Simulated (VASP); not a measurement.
# In (Pmmm) in VASP: notebook, part 2 of 2

VASP 6.6.1. The steps go on from the part before.

### 4 Relaxation of cell and atoms, PBE

INCAR reads:

```
SYSTEM = In
  PREC = Accurate
  ENCUT = 600
  EDIFF = 1E-6
  ISMEAR = 0
  SIGMA = 0.1
  LREAL = .False.
  LASPH = .True.
  NELM = 100
  ALGO = Normal
  ISIF = 3
  LWAVE = .False.
  LCHARG = .False.
  GGA = PE
  IBRION = 2
  NSW = 90
  EDIFFG = -0.04
```

KPOINTS reads:

```
Automatic mesh
0
Gamma
  6 4 4
  0 0 0
```

POSCAR reads:

```
In
1.0
    3.0112868100      0.0000000000      0.0000000000
    0.0000000000      5.0641323900      0.0000000000
    0.0000000000      0.0000000000      6.1403399700
In
3
Direct
    0.0000000000      0.0000000000      0.2558544800
    0.0000000000      0.0000000000      0.7441455200
    0.0000000000      0.5000000000      0.0000000000
```

Potentials or basis: VASP PAW PBE potentials, release 64 (In_d).

The run is started by

```sh
$ cat potpaw_PBE.64/In_d/POTCAR > POTCAR
$ mpirun -np 1 vasp_std > vasp.out
```

OUTCAR:

```text
SYSTEM = In
   PREC = Accurate
   ENCUT = 600
   EDIFF = 1E-6
   ISMEAR = 0
   LREAL = .False.
   LASPH = .True.
   NELM = 100
   ISIF = 3
   GGA = PE
   IBRION = 2
   NSW = 90
   EDIFFG = -0.04

 ion  position               nearest neighbor table
   1  0.000  0.000  0.256-   3 2.98   3 2.98   2 3.00   2 3.14
   2  0.000  0.000  0.744-   3 2.98   3 2.98   1 3.00   1 3.14
   3  0.000  0.500  0.000-   1 2.98   2 2.98   1 2.98   2 2.98

  LATTYP: Found a simple orthorhombic cell.
 ALAT       =     3.0112868100
 B/A-ratio  =     1.6817170564
 C/A-ratio  =     2.0391083140

  Lattice vectors:

 A1 = (   3.0112868100,   0.0000000000,   0.0000000000)
 A2 = (   0.0000000000,   5.0641323900,   0.0000000000)
 A3 = (   0.0000000000,   0.0000000000,   6.1403399700)

Analysis of symmetry for initial positions (statically):
=====================================================================
 Subroutine PRICEL returns:
 Original cell was already a primitive cell.

 Routine SETGRP: Setting up the symmetry group for a
 simple orthorhombic supercell.

 Subroutine GETGRP returns: Found  8 space group operations
 (whereof  8 operations were pure point group operations)
 out of a pool of  8 trial point group operations.

The static configuration has the point symmetry D_2h.

Analysis of symmetry for dynamics (positions and initial velocities):
=====================================================================
 Subroutine PRICEL returns:
 Original cell was already a primitive cell.

 Routine SETGRP: Setting up the symmetry group for a
 simple orthorhombic supercell.

 Subroutine GETGRP returns: Found  8 space group operations
 (whereof  8 operations were pure point group operations)
 out of a pool of  8 trial point group operations.

The dynamic configuration has the point symmetry D_2h.

 Subroutine INISYM returns: Found  8 space group operations
 (whereof  8 operations are pure point group operations),
 and found     1 'primitive' translations

[... 99 lines left out ...]
   NSW    =     90    number of steps for IOM
   IBRION =      2    ionic relax: 0-MD 1-quasi-New 2-CG
   NFREE  =      1    steps in history (QN), initial steepest desc. (CG)
   ISIF   =      3    stress and relaxation
   ISYM   =      2    0-nonsym 1-usesym 2-fastsym
   POTIM  = 0.5000    time-step for ionic-motion
   TEBEG  =    0.0;   TEEND  =   0.0 temperature during run
   PSTRESS=    0.0 pullay stress
   NELECT =      39.0000    total number of electrons
   NUPDOWN=      -1.0000    fix difference up-down
   EMIN   =  10.00;   EMAX   =-10.00  energy-range for DOS
   EFERMI =   0.00;   METHOD = LEGACY
   ISMEAR =     0;   SIGMA  =   0.10  broadening in eV -4-tet -1-fermi 0-gaus
   EFERMI_NEDOS =   21; number of points for ismear=-14 and -15
   IALGO  =     38    algorithm
   IMIX   =      4    mixing-type and parameters
     AMIX     =   0.40;   BMIX     =  1.00
     AMIX_MAG =   1.60;   BMIX_MAG =  1.00
  volume/ion in A,a.u.               =      31.21       210.63
  Fermi-wavevector in a.u.,A,eV,Ry     =   1.222587  2.310355 20.336892  1.494719
  Thomas-Fermi vector in A             =   2.357729
   LORBIT       =      0    0 simple, 1 ext, 2 COOP (PROOUT), +10 PAW based schemes
   GGA     = PE    functional components
   LHFCALC =     F    Hartree Fock is set to
   AEXX    =    0.0000 exact exchange contribution
   IVDW    =     0    specifies the selected vdW correction
   LEPSILON=     F    determine dielectric tensor
   LRPA    =     F    only Hartree local field effects (RPA)
 conjugate gradient relaxation of ions
 non-spin polarized calculation
 Gauss-broadening in eV      SIGMA  =   0.10
  energy-cutoff  :      600.00
  volume of cell :       93.64
 maximum number of plane-waves:      3152
   NGX = 13   NGY = 21   NGZ = 25

--------------------------------------- Ionic step        1  -------------------------------------------

 number of electron      39.0000018 magnetization

 Free energy of the ion-electron system (eV)
  ---------------------------------------------------
  ext. energy  EPLUGINS =         0.00000000
  ---------------------------------------------------
  free energy    TOTEN  =        -7.06817940 eV

  energy without entropy =       -7.05637317  energy(sigma->0) =       -7.06227629

 E-fermi :   5.4941     XC(G=0):  -9.1494

 val. band max:        5.4902153007   @ k =   0.3333   0.2500   0.2500
 cond. band min:       5.5190827364   @ k =   0.5000   0.5000   0.0000
 fundamental gap:      0.0288674357
 Fermi energy:         5.4940826200

 k-point     1 :       0.0000    0.0000    0.0000
  band No.  band energies     occupation
      1      -9.5561      2.00000
      2      -9.3944      2.00000
      3      -9.3202      2.00000
      4      -9.2579      2.00000
      5      -9.1781      2.00000
      6      -9.1519      2.00000
[... 799 lines left out ...]
--------------------------------------- Ionic step        6  -------------------------------------------

 number of electron      38.9999964 magnetization

 Free energy of the ion-electron system (eV)
  ---------------------------------------------------
  ext. energy  EPLUGINS =         0.00000000
  ---------------------------------------------------
  free energy    TOTEN  =        -7.15860989 eV

  energy without entropy =       -7.14588697  energy(sigma->0) =       -7.15224843

 E-fermi :   4.8343     XC(G=0):  -8.7880

 val. band max:        4.8139777405   @ k =   0.5000   0.2500   0.0000
 cond. band min:       4.8410378274   @ k =   0.3333   0.2500   0.2500
 fundamental gap:      0.0270600868
 Fermi energy:         4.8343351656

 k-point     1 :       0.0000    0.0000    0.0000
  band No.  band energies     occupation
      1     -10.1529      2.00000
      2     -10.0152      2.00000
      3      -9.9827      2.00000
      4      -9.9045      2.00000
      5      -9.8502      2.00000
      6      -9.8114      2.00000
[... 645 lines left out ...]
  FREE ENERGIE OF THE ION-ELECTRON SYSTEM (eV)
  ---------------------------------------------------
  free  energy   TOTEN  =        -7.1586098924 eV

  energy  without entropy=       -7.1458869737  energy(sigma->0) =       -7.15224843

 reached required accuracy - stopping structural energy minimisation
```

Run time: 3 min. Hardware: 1 thread of Intel Xeon 6975P-C (Granite Rapids), shared host; peak memory 0.24 GiB.

What came out:

| Quantity | Value |
| --- | --- |
| Free energy | -7.1586 eV |
| Relaxed volume | 33.96 Å³/atom |
| Relaxed cell | a = 3.074 Å, b = 5.174 Å, c = 6.406 Å, α = 90.00°, β = 90.00°, γ = 90.00° |
| Space group after relaxing (to 0.05 Å) | Pmmm (No. 47) |
| Energy gained by relaxing | 30.1 meV/atom |
| Ionic steps | 6 |
| Pressure after relaxing | 0.0 GPa |
| Largest force after relaxing | 0.030 eV/Å |

Forces in eV/Å, atoms in the order of the input:
```
In   0.000  0.000  0.030
In   0.000  0.000 -0.030
In   0.000  0.000  0.000
```

Stress tensor (GPa, compression positive):
```
 0.15  0.00  0.00
 0.00  0.00  0.00
 0.00  0.00 -0.06
```

Step by step:
```
step  energy change (eV)  largest force (eV/Å)  pressure (GPa)  volume (Å³)
   1              0.0000                0.4322            3.03        93.64
   2             -0.0866                0.1207            0.09       101.87
   3             -0.0870                0.0995           -0.11       102.57
   4             -0.0870                0.1064           -0.06       102.38
   5             -0.0890                0.0773           -0.03       102.21
   6             -0.0904                0.0302            0.03       101.88
```

Final structure:
```
CELL_PARAMETERS angstrom
3.07391 0.00000 0.00000
0.00000 5.17378 0.00000
0.00000 0.00000 6.40609
ATOMIC_POSITIONS crystal
In 0.00000 0.00000 0.26181
In 0.00000 0.00000 0.73819
In 0.00000 0.50000 0.00000
```

Levels at points of the mesh, in eV from the Fermi level:
```
           k point  band 18  band 19  band 20  band 21  band 22  band 23
(0.00, 0.00, 0.00)    -4.56    -1.97    -0.99     1.98     2.15     3.95
(0.50, 0.00, 0.00)    -1.27    -1.13     0.09     0.44     0.72     2.31
(0.00, 0.50, 0.00)    -4.20    -2.75    -1.49     0.82     5.42     6.27
(0.50, 0.50, 0.00)    -2.08    -1.22    -0.38    -0.04     0.29     1.31
(0.00, 0.00, 0.50)    -2.73    -1.57     0.19     0.49     2.13     2.40
(0.50, 0.00, 0.50)    -2.56    -1.44     1.11     1.32     1.40     2.98
(0.00, 0.50, 0.50)    -6.47    -2.40     1.58     1.69     3.66     4.41
(0.50, 0.50, 0.50)    -2.93    -1.24    -1.17    -1.09     0.48     4.03
```

Caveat: spin-orbit coupling is left out, which moves the levels of the heavy elements.

### 5 Single point, PBE

This run uses another cell than the first one, of 33.41 Å³/atom, 1.070 times its volume.

INCAR reads:

```
SYSTEM = In
PREC = Accurate
ENCUT = 520
EDIFF = 1E-7
ISMEAR = 0
SIGMA = 0.1
LREAL = .FALSE.
LASPH = .TRUE.
NELM = 60
ALGO = Fast
ISIF = 2
LWAVE = .FALSE.
LCHARG = .FALSE.
GGA = PE
NBANDS = 26
```

KPOINTS reads:

```
Automatic mesh
0
G
  16 10 8
  0 0 0
```

POSCAR reads:

```
In
1.0
    3.0621547881      0.0000000000      0.0000000000
    0.0000000000      4.7486908563      0.0000000000
    0.0000000000      0.0000000000      6.8926345829
In
3
Direct
    0.0000000000      0.0000000000      0.2787046235
    0.0000000000      0.0000000000      0.7212953765
    0.0000000000      0.5000000000      0.0000000000
```

The run is started by

```sh
$ cat potpaw_PBE.64/In_d/POTCAR > POTCAR
$ mpirun -np 1 vasp_std > vasp.out
```

Wall time 6.9 min (1 thread of Intel Xeon 6975P-C (Granite Rapids), shared host); peak memory 0.59 GiB.

Results (log left out):

```yaml
Free_energy: -7.2073 eV
Pressure: 0.0 GPa
```

Levels at points of the mesh, in eV from the Fermi level:
```tsv
k point	band 16	band 17	band 18	band 19	band 20	band 21	band 22	band 23	band 24	band 25
(0.00, 0.00, 0.00)	-8.61	-5.48	-4.83	-1.20	0.17	2.19	2.43	3.90	4.82	5.50
(0.50, 0.00, 0.00)	-5.03	-3.05	-1.92	-1.40	-0.29	0.41	1.53	3.76	5.10	5.46
(0.00, 0.50, 0.00)	-7.33	-6.53	-4.57	-2.83	-1.88	0.25	5.88	6.73	7.52	8.35
(0.50, 0.50, 0.00)	-3.81	-3.02	-1.83	-1.15	-0.75	-0.06	0.05	0.94	3.69	4.44
(0.00, 0.00, 0.50)	-8.21	-7.16	-2.32	-0.81	-0.68	0.83	2.19	2.77	6.14	7.13
(0.50, 0.00, 0.50)	-4.67	-3.61	-2.59	-1.70	1.66	1.91	1.92	2.08	3.74	5.39
(0.00, 0.50, 0.50)	-6.57	-6.44	-6.41	-2.67	0.69	0.89	2.87	3.62	8.06	9.29
(0.50, 0.50, 0.50)	-3.03	-2.95	-2.90	-1.36	-1.12	-0.78	0.22	3.63	3.92	4.41
```

Caveat: spin-orbit coupling is left out, which moves the levels of the heavy elements.

### 6 Overview

| task | cell | k mesh | cutoff (eV) | gap on the mesh (eV) | pressure (GPa) | largest force (eV/Å) |
| --- | --- | --- | --- | --- | --- | --- |
| single point | a = 3.011, b = 5.064, c = 6.140 Å, 3 atoms | 6 × 4 × 4 | 520 | none | 3.0 | 0.43 |
| single point | a = 3.093, b = 5.172, c = 6.383 Å, 3 atoms | 6 × 4 × 4 | 520 | none | -0.1 | 0.02 |
| relaxation of cell and atoms | relaxed from a = 3.011, b = 5.064, c = 6.140 Å, 3 atoms | 6 × 4 × 4 | 600 | none | 0.0 | 0.03 |
| single point | a = 3.062, b = 4.749, c = 6.893 Å, 3 atoms | 16 × 10 × 8 | 520 | none | 0.0 | - |

Alike in all rows: level PBE; potentials or basis VASP PAW PBE potentials, release 64 (In_d); no spin polarisation; smearing gaussian 0.1 eV.

Caveats: spin-orbit coupling is left out, which moves the levels of the heavy elements.

Total energies depend on the potentials used, so only differences within one code and one set of settings carry meaning.
